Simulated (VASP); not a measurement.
# Sb (Im-3m) in VASP: a series of runs

The runs below take Sb through single point, with r2SCAN.

All numbers are computed with VASP 6.6.1; they aren't measurements. Logs are shortened: lines on timing, memory, paths and dates and some standing lists are left out, and cuts for length are marked.

## (1) The cell of the first run

Symmetry: Im-3m, No. 229, cubic system. The conventional cell has a = 3.450 Å, b = 3.450 Å, c = 3.450 Å, α = 90.00°, β = 90.00°, γ = 90.00°. Sb (site symmetry m-3m) has 14 Sb at 2.99 to 3.45 Å within 3.9 Å.

## (2) Single point, r2SCAN

POSCAR reads:

```
Sb
1.0
   -1.7250000000      1.7250000000      1.7250000000
    1.7250000000     -1.7250000000      1.7250000000
    1.7250000000      1.7250000000     -1.7250000000
Sb
1
Direct
    0.0000000000      0.0000000000      0.0000000000
```

INCAR.step1 reads:

```
  ALGO = Normal
  EDIFF = 1E-5
  ENCUT = 550
  GGA = PE
  GGA_COMPAT = F
  ISMEAR = 1
  LASPH = T
  LCHARG = F
  LREAL = F
  LWAVE = T
  NBANDS = 8
  NELM = 120
  PREC = Accurate
  SIGMA = 0.05
```

INCAR.step2 reads:

```
  ALGO = Normal
  EDIFF = 1E-6
  ENCUT = 550
  GGA_COMPAT = F
  ISIF = 2
  ISMEAR = 1
  ISTART = 1
  LASPH = T
  LCHARG = T
  LELF = T
  LMIXTAU = T
  LREAL = F
  LVHAR = T
  LWAVE = F
  METAGGA = R2SCAN
  NBANDS = 8
  NELM = 120
  PREC = Accurate
  SIGMA = 0.05
```

KPOINTS reads:

```
k-points
0
Gamma
  4 4 4
```

Potentials or basis: VASP PAW PBE potentials, release 64 (Sb).

Started as:

```
$ cat potpaw_PBE.64/Sb/POTCAR > POTCAR
$ cp INCAR.step1 INCAR
$ mpirun -np 1 vasp_std > vasp.out
$ cp INCAR.step2 INCAR
$ mpirun -np 1 vasp_std > vasp.out
```

OUTCAR:

```text
EDIFF = 1E-6
   ENCUT = 550
   ISIF = 2
   ISMEAR = 1
   ISTART = 1
   LASPH = T
   LREAL = F
   METAGGA = R2SCAN
   NELM = 120
   PREC = Accurate

 ion  position               nearest neighbor table
   1  0.000  0.000  0.000-

  LATTYP: Found a body centered cubic cell.
 ALAT       =     3.4500000000

  Lattice vectors:

 A1 = (  -1.7250000000,   1.7250000000,   1.7250000000)
 A2 = (   1.7250000000,  -1.7250000000,   1.7250000000)
 A3 = (   1.7250000000,   1.7250000000,  -1.7250000000)

Analysis of symmetry for initial positions (statically):
=====================================================================
 Subroutine PRICEL returns:
 Original cell was already a primitive cell.

 Routine SETGRP: Setting up the symmetry group for a
 body centered cubic supercell.

 Subroutine GETGRP returns: Found 48 space group operations
 (whereof 48 operations were pure point group operations)
 out of a pool of 48 trial point group operations.

The static configuration has the point symmetry O_h .

Analysis of symmetry for dynamics (positions and initial velocities):
=====================================================================
 Subroutine PRICEL returns:
 Original cell was already a primitive cell.

 Routine SETGRP: Setting up the symmetry group for a
 body centered cubic supercell.

 Subroutine GETGRP returns: Found 48 space group operations
 (whereof 48 operations were pure point group operations)
 out of a pool of 48 trial point group operations.

The dynamic configuration has the point symmetry O_h .

 Subroutine INISYM returns: Found 48 space group operations
 (whereof 48 operations are pure point group operations),
 and found     1 'primitive' translations

----------------------------------------------------------------------------------------

                                     Primitive cell

  volume of cell :      20.5318

  direct lattice vectors                    reciprocal lattice vectors
    -1.725000000  1.725000000  1.725000000     0.000000000  0.289855072  0.289855072
     1.725000000 -1.725000000  1.725000000     0.289855072  0.000000000  0.289855072
     1.725000000  1.725000000 -1.725000000     0.289855072  0.289855072  0.000000000

  length of vectors
     2.987787643  2.987787643  2.987787643     0.409916975  0.409916975  0.409916975

  position of ions in fractional coordinates (direct lattice)
     0.000000000  0.000000000  0.000000000

  ion indices of the primitive-cell ions
   primitive index   ion index
                 1           1

----------------------------------------------------------------------------------------

 KPOINTS: k-points

Automatic generation of k-mesh.
 Grid dimensions read from file:
 generate k-points for:    4    4    4

 Generating k-lattice:

  Cartesian coordinates                     Fractional coordinates (reciprocal lattice)
     0.000000000  0.072463768  0.072463768     0.250000000  0.000000000  0.000000000
     0.072463768  0.000000000  0.072463768     0.000000000  0.250000000  0.000000000
     0.072463768  0.072463768  0.000000000     0.000000000  0.000000000  0.250000000

  Length of vectors
     0.102479244  0.102479244  0.102479244

  Shift w.r.t. Gamma in fractional coordinates (k-lattice)
     0.000000000  0.000000000  0.000000000

 Subroutine IBZKPT returns following result:
 ===========================================

 Found      8 irreducible k-points:

 Following reciprocal coordinates:
            Coordinates               Weight
  0.000000  0.000000  0.000000      1.000000
  0.250000  0.000000  0.000000     12.000000
  0.500000  0.000000  0.000000      6.000000
  0.250000  0.250000  0.000000     24.000000
  0.250000  0.250000  0.250000      2.000000
 -0.250000  0.250000  0.250000      6.000000
  0.500000  0.500000  0.250000     12.000000
  0.500000  0.500000  0.500000      1.000000
   k-points           NKPTS =      8   k-points in BZ     NKDIM =      8   number of bands    NBANDS=      8
   number of dos      NEDOS =    301   number of ions     NIONS =      1
   total plane-waves  NPLWV =  13824
   dimension x,y,z NGX =    24 NGY =   24 NGZ =   24
   dimension x,y,z NGXF=    48 NGYF=   48 NGZF=   48
   ions per type =               1
   NGX,Y,Z   is equivalent  to a cutoff of  13.35, 13.35, 13.35 a.u.
   NGXF,Y,Z  is equivalent  to a cutoff of  26.71, 26.71, 26.71 a.u.
 SYSTEM =  unknown system
   PREC   = accura    normal or accurate (medium, high low for compatibility)
   ISTART =      1    job   : 0-new  1-cont  2-samecut
   ICHARG =      0    charge: 1-file 2-atom 10-const
   ISPIN  =      1    spin polarized calculation?
   LNONCOLLINEAR =      F non collinear calculations
   LSORBIT =      F    spin-orbit coupling
   LASPH  =      T    aspherical Exc in radial PAW
   ENCUT  =  550.0 eV  40.42 Ry    6.36 a.u.   5.71  5.71  5.71*2*pi/ulx,y,z
   NELM   =    120;   NELMIN=  2; NELMDL=  0     # of ELM steps
   EDIFF  = 0.1E-05   stopping-criterion for ELM
   LREAL  =      F    real-space projection
   EDIFFG = 0.1E-04   stopping-criterion for IOM
   NSW    =      0    number of steps for IOM
   IBRION =     -1    ionic relax: 0-MD 1-quasi-New 2-CG
   NFREE  =      0    steps in history (QN), initial steepest desc. (CG)
   ISIF   =      2    stress and relaxation
   ISYM   =      2    0-nonsym 1-usesym 2-fastsym
   POTIM  = 0.5000    time-step for ionic-motion
   TEBEG  =    0.0;   TEEND  =   0.0 temperature during run
   PSTRESS=    0.0 pullay stress
   NELECT =       5.0000    total number of electrons
   NUPDOWN=      -1.0000    fix difference up-down
   EMIN   =  10.00;   EMAX   =-10.00  energy-range for DOS
   EFERMI =   0.00;   METHOD = LEGACY
   ISMEAR =     1;   SIGMA  =   0.05  broadening in eV -4-tet -1-fermi 0-gaus
   EFERMI_NEDOS =   21; number of points for ismear=-14 and -15
   IALGO  =     38    algorithm
   IMIX   =      4    mixing-type and parameters
     AMIX     =   0.40;   BMIX     =  1.00
     AMIX_MAG =   1.60;   BMIX_MAG =  1.00
  volume/ion in A,a.u.               =      20.53       138.56
  Fermi-wavevector in a.u.,A,eV,Ry     =   1.022325  1.931915 14.220113  1.045149
  Thomas-Fermi vector in A             =   2.155998
   LORBIT       =      0    0 simple, 1 ext, 2 COOP (PROOUT), +10 PAW based schemes
   METAGGA = R2SCAN    functional components
   LHFCALC =     F    Hartree Fock is set to
   AEXX    =    0.0000 exact exchange contribution
   IVDW    =     0    specifies the selected vdW correction
   LEPSILON=     F    determine dielectric tensor
   LRPA    =     F    only Hartree local field effects (RPA)
 non-spin polarized calculation
 Methfessel and Paxton  Order N= 1 SIGMA  =   0.05
  energy-cutoff  :      550.00
  volume of cell :       20.53
 maximum number of plane-waves:       614
 NGX is ok and might be reduce to    24
   NGX = 11   NGY = 11   NGZ = 11

 number of electron       5.0000000 magnetization

 Free energy of the ion-electron system (eV)
  ---------------------------------------------------
  ext. energy  EPLUGINS =         0.00000000
  ---------------------------------------------------
  free energy    TOTEN  =       -24.89069015 eV

  energy without entropy =      -24.88875602  energy(sigma->0) =      -24.89004544

 E-fermi :  12.4352     XC(G=0): -12.1284

 val. band max:       12.4196718367   @ k =   0.2500   0.0000   0.0000
 cond. band min:      13.3286903702   @ k =  -0.2500   0.2500   0.2500
 fundamental gap:      0.9090185334
 Fermi energy:        12.4352489856

 k-point     1 :       0.0000    0.0000    0.0000
  band No.  band energies     occupation
      1      -3.6205      2.00000
      2      20.8462      0.00000
      3      20.8462      0.00000
      4      20.8462      0.00000
      5      24.5148      0.00000
      6      24.5148      0.00000
      7      24.5148      0.00000
      8      25.1167      0.00000

 k-point     2 :       0.2500    0.0000    0.0000
  band No.  band energies     occupation
      1      -1.8577      2.00000
      2      12.4197      1.50000
      3      16.9384      0.00000
      4      18.8425      0.00000
      5      21.1812      0.00000
      6      21.5390      0.00000
      7      25.4564      0.00000
      8      26.8689      0.00000

 k-point     3 :       0.5000    0.0000    0.0000
  band No.  band energies     occupation
      1       2.6528      2.00000
      2       4.5308      2.00000
      3      14.8597      0.00000
      4      17.3596      0.00000
      5      20.0217      0.00000
      6      20.5446      0.00000
      7      29.3516      0.00000
      8      29.8595      0.00000

 k-point     4 :       0.2500    0.2500    0.0000
  band No.  band energies     occupation
      1       1.5992      2.00000
      2       8.2541      2.00000
      3      10.0162      2.00000
      4      15.9454      0.00000
      5      23.0890      0.00000
      6      23.6081      0.00000
      7      28.2334      0.00000
      8      28.3575      0.00000

 k-point     5 :       0.2500    0.2500    0.2500
  band No.  band energies     occupation
      1       4.5329      2.00000
      2       8.3388      2.00000
      3       8.3388      2.00000
      4       8.3388      2.00000
      5      30.6514      0.00000
      6      30.6516      0.00000
      7      30.7355      0.00000
      8      30.7355      0.00000

 k-point     6 :      -0.2500    0.2500    0.2500
  band No.  band energies     occupation
      1      -0.1068      2.00000
      2      13.3287     -0.00000
      3      13.3287     -0.00000
      4      13.7222      0.00000
      5      17.7284      0.00000
      6      26.3478      0.00000
      7      26.9506      0.00000
      8      26.9506      0.00000

 k-point     7 :       0.5000    0.5000    0.2500
  band No.  band energies     occupation
      1       4.2685      2.00000
      2       6.2823      2.00000
      3      11.4117      2.00000
      4      13.8808      0.00000
      5      19.5634      0.00000
      6      20.8794      0.00000
      7      25.3542      0.00000
      8      27.1287      0.00000

 k-point     8 :       0.5000    0.5000    0.5000
  band No.  band energies     occupation
      1       8.4775      2.00000
      2       9.5045      2.00000
      3       9.5045      2.00000
      4       9.5045      2.00000
      5      15.0722      0.00000
      6      15.0722      0.00000
      7      32.2356      0.00000
      8      32.3529      0.00000

------------------------ aborting loop because EDIFF is reached ----------------------------------------

  FORCE on cell =-STRESS in cart. coord.  units (eV):
  Direction    XX          YY          ZZ          XY          YZ          ZX
  --------------------------------------------------------------------------------------
  -------------------------------------------------------------------------------------
  Total        3.6953944      3.6953944      3.6953944      0.0000000     -0.0000000      0.0000000
  in kB      288.3660201    288.3660201    288.3660201      0.0000000     -0.0000000      0.0000000
  external PRESSURE =     288.3660201 kB  Pullay stress =       0.0000000 kB

 VOLUME and BASIS-vectors are now :
 -----------------------------------------------------------------------------
  energy-cutoff  :      550.00
  volume of cell :       20.53
      direct lattice vectors                 reciprocal lattice vectors
    -1.725000000  1.725000000  1.725000000     0.000000000  0.289855072  0.289855072
     1.725000000 -1.725000000  1.725000000     0.289855072  0.000000000  0.289855072
     1.725000000  1.725000000 -1.725000000     0.289855072  0.289855072  0.000000000

 POSITION                                       TOTAL-FORCE (eV/Angst)
 -----------------------------------------------------------------------------------
      0.00000      0.00000      0.00000        -0.000000     -0.000000      0.000000
 -----------------------------------------------------------------------------------
    total drift:                               -0.000000      0.000000     -0.000000

  FREE ENERGIE OF THE ION-ELECTRON SYSTEM (eV)
  ---------------------------------------------------
  free  energy   TOTEN  =       -24.8906901514 eV

  energy  without entropy=      -24.8887560218  energy(sigma->0) =      -24.89004544
```

Run time: 20 s. Hardware: 1 thread of AMD EPYC 7R43 (Zen 3), shared host; peak memory 0.1 GiB.

Results:

```yaml
Free_energy: -24.8907 eV
Pressure: 28.8 GPa
```

Levels at points of the mesh, in eV from the Fermi level:
| k point | band 1 | band 2 | band 3 | band 4 | band 5 | band 6 |
| --- | --- | --- | --- | --- | --- | --- |
| (0.00, 0.00, 0.00) | -16.06 | 8.41 | 8.41 | 8.41 | 12.08 | 12.08 |
| (0.50, 0.00, 0.00) | -9.78 | -7.90 | 2.42 | 4.92 | 7.59 | 8.11 |
| (0.50, 0.50, 0.50) | -3.96 | -2.93 | -2.93 | -2.93 | 2.64 | 2.64 |

Caveat: the k points lie up to 0.64 Å⁻¹ apart; the PAW data sets were made with another functional, which shifts forces and pressure a little; spin-orbit coupling is left out, which moves the levels of the heavy elements.

## (3) Single point, r2SCAN

POSCAR is that of step 2.

INCAR.step1 reads:

```
SYSTEM = Sb
ALGO = Normal
EDIFF = 1E-5
ENCUT = 550
GGA = PE
GGA_COMPAT = .False.
ISMEAR = 1
LASPH = .True.
LCHARG = .False.
LREAL = .False.
LWAVE = .True.
NBANDS = 8
NELM = 120
PREC = Accurate
SIGMA = 0.05
```

INCAR.step2 reads:

```
SYSTEM = Sb
ALGO = Normal
EDIFF = 1E-6
ENCUT = 550
GGA_COMPAT = .False.
ISIF = 2
ISMEAR = 1
ISTART = 1
LASPH = .True.
LCHARG = .True.
LELF = .True.
LMIXTAU = .True.
LREAL = .False.
LVHAR = .True.
LWAVE = .False.
METAGGA = R2SCAN
NBANDS = 8
NELM = 120
PREC = Accurate
SIGMA = 0.05
```

KPOINTS reads:

```
k-points
0
Gamma
  9 9 9
  0 0 0
```

Potentials or basis: VASP PAW PBE potentials, release 64 (Sb).

Started as:

```
$ cat potpaw_PBE.64/Sb/POTCAR > POTCAR
$ cp INCAR.step1 INCAR
$ mpirun -np 1 vasp_std > vasp.out
$ cp INCAR.step2 INCAR
$ mpirun -np 1 vasp_std > vasp.out
```

Run time: 45 s. Hardware: 1 thread of AMD EPYC 7R43 (Zen 3), shared host; peak memory 0.1 GiB.

It converged, with:

```
Free energy : -24.8509 eV
Pressure    : 32.7 GPa
```

Levels at points of the mesh, in eV from the Fermi level:
| k point | band 1 | band 2 | band 3 | band 4 | band 5 |
| --- | --- | --- | --- | --- | --- |
| (0.00, 0.00, 0.00) | -16.17 | 8.32 | 8.32 | 8.32 | 12.01 |

Caveat: the PAW data sets were made with another functional, which shifts forces and pressure a little; spin-orbit coupling is left out, which moves the levels of the heavy elements.

## (4) Single point, r2SCAN

POSCAR is that of step 3.

INCAR.step1 reads:

```
PREC = Accurate
ENCUT = 550
ISMEAR = 1
SIGMA = 0.05
LREAL = F
LASPH = T
NELM = 120
NBANDS = 8
GGA = PE
ALGO = Normal
EDIFF = 1E-5
LWAVE = T
LCHARG = F
GGA_COMPAT = F
```

INCAR.step2 reads:

```
PREC = Accurate
ENCUT = 550
EDIFF = 1E-6
ISMEAR = 1
SIGMA = 0.05
LREAL = F
LASPH = T
NELM = 120
ALGO = Normal
ISIF = 2
LWAVE = F
LCHARG = F
METAGGA = R2SCAN
LMIXTAU = T
NBANDS = 8
ISTART = 1
GGA_COMPAT = F
```

KPOINTS reads:

```
Automatic mesh
0
Gamma
  9 9 9
```

Potentials or basis: VASP PAW PBE potentials, release 64 (Sb).

Started as:

```
$ cat potpaw_PBE.64/Sb/POTCAR > POTCAR
$ cp INCAR.step1 INCAR
$ mpirun -np 1 vasp_std > vasp.out
$ cp INCAR.step2 INCAR
$ mpirun -np 1 vasp_std > vasp.out
```

OUTCAR:

```text
PREC = Accurate
   ENCUT = 550
   EDIFF = 1E-6
   ISMEAR = 1
   LREAL = F
   LASPH = T
   NELM = 120
   ISIF = 2
   METAGGA = R2SCAN
   ISTART = 1

 ion  position               nearest neighbor table
   1  0.000  0.000  0.000-

  LATTYP: Found a body centered cubic cell.
 ALAT       =     3.4500000000

  Lattice vectors:

 A1 = (  -1.7250000000,   1.7250000000,   1.7250000000)
 A2 = (   1.7250000000,  -1.7250000000,   1.7250000000)
 A3 = (   1.7250000000,   1.7250000000,  -1.7250000000)

Analysis of symmetry for initial positions (statically):
=====================================================================
 Subroutine PRICEL returns:
 Original cell was already a primitive cell.

 Routine SETGRP: Setting up the symmetry group for a
 body centered cubic supercell.

 Subroutine GETGRP returns: Found 48 space group operations
 (whereof 48 operations were pure point group operations)
 out of a pool of 48 trial point group operations.

The static configuration has the point symmetry O_h .
[... 158 lines left out ...]

 E-fermi :  12.5451     XC(G=0): -12.1396

 val. band max:       12.5329295065   @ k =   0.2222   0.2222   0.1111
 cond. band min:      12.7236884814   @ k =  -0.3333   0.3333   0.2222
 fundamental gap:      0.1907589749
 Fermi energy:        12.5451370076

 k-point     1 :       0.0000    0.0000    0.0000
  band No.  band energies     occupation
      1      -3.6256      2.00000
      2      20.8619      0.00000
      3      20.8619      0.00000
      4      20.8619      0.00000
      5      24.5562      0.00000
      6      24.5562      0.00000
      7      24.5563      0.00000
      8      25.1280      0.00000
[... 243 lines left out ...]
 k-point    24 :      -0.4444   -0.4444    0.1111
  band No.  band energies     occupation
      1       3.5086      2.00000
      2       5.5120      2.00000
      3      11.0077      2.00000
      4      16.7429      0.00000
      5      21.0878      0.00000
      6      23.3283      0.00000
      7      23.9558      0.00000
      8      26.5222      0.00000

 [... further k-points ...]

------------------------ aborting loop because EDIFF is reached ----------------------------------------

  FORCE on cell =-STRESS in cart. coord.  units (eV):
  Direction    XX          YY          ZZ          XY          YZ          ZX
  --------------------------------------------------------------------------------------
  -------------------------------------------------------------------------------------
  Total        4.1955874      4.1955874      4.1955874     -0.0000000     -0.0000000      0.0000000
  in kB      327.3980326    327.3980326    327.3980326     -0.0000000     -0.0000000      0.0000000
  external PRESSURE =     327.3980326 kB  Pullay stress =       0.0000000 kB

 VOLUME and BASIS-vectors are now :
 -----------------------------------------------------------------------------
  energy-cutoff  :      550.00
  volume of cell :       20.53
      direct lattice vectors                 reciprocal lattice vectors
    -1.725000000  1.725000000  1.725000000     0.000000000  0.289855072  0.289855072
     1.725000000 -1.725000000  1.725000000     0.289855072  0.000000000  0.289855072
     1.725000000  1.725000000 -1.725000000     0.289855072  0.289855072  0.000000000

 POSITION                                       TOTAL-FORCE (eV/Angst)
 -----------------------------------------------------------------------------------
      0.00000      0.00000      0.00000         0.000000     -0.000000     -0.000000
 -----------------------------------------------------------------------------------
    total drift:                                0.000000      0.000000     -0.000000

  FREE ENERGIE OF THE ION-ELECTRON SYSTEM (eV)
  ---------------------------------------------------
  free  energy   TOTEN  =       -24.8509426649 eV

  energy  without entropy=      -24.8507363400  energy(sigma->0) =      -24.85087389
```

OSZICAR.step1:

```text
N       E                     dE             d eps       ncg     rms          rms(c)
DAV:   1     0.682382339391E+01    0.68238E+01   -0.16940E+03   568   0.428E+02
DAV:   2    -0.330571412764E+01   -0.10130E+02   -0.96364E+01   776   0.570E+01
DAV:   3    -0.340333133371E+01   -0.97617E-01   -0.97758E-01   728   0.651E+00
DAV:   4    -0.340352629416E+01   -0.19496E-03   -0.19496E-03   784   0.352E-01
DAV:   5    -0.340352656147E+01   -0.26731E-06   -0.26630E-06   736   0.946E-03    0.294E+00
DAV:   6    -0.339829277816E+01    0.52338E-02   -0.35846E-04   808   0.134E-01    0.176E+00
DAV:   7    -0.339520983251E+01    0.30829E-02   -0.91264E-04   728   0.204E-01    0.472E-02
DAV:   8    -0.339520448943E+01    0.53431E-05   -0.24425E-05   672   0.329E-02
   1 F= -.33952045E+01 E0= -.33950846E+01  d E =-.359685E-03
```

Wall time 48 s (1 thread of AMD EPYC 7R43 (Zen 3), shared host); peak memory 0.11 GiB.

What came out:

| Property | Result |
| --- | --- |
| Free energy | -24.8509 eV |
| Pressure | 32.7 GPa |

Caveat: the PAW data sets were made with another functional, which shifts forces and pressure a little; spin-orbit coupling is left out, which moves the levels of the heavy elements.
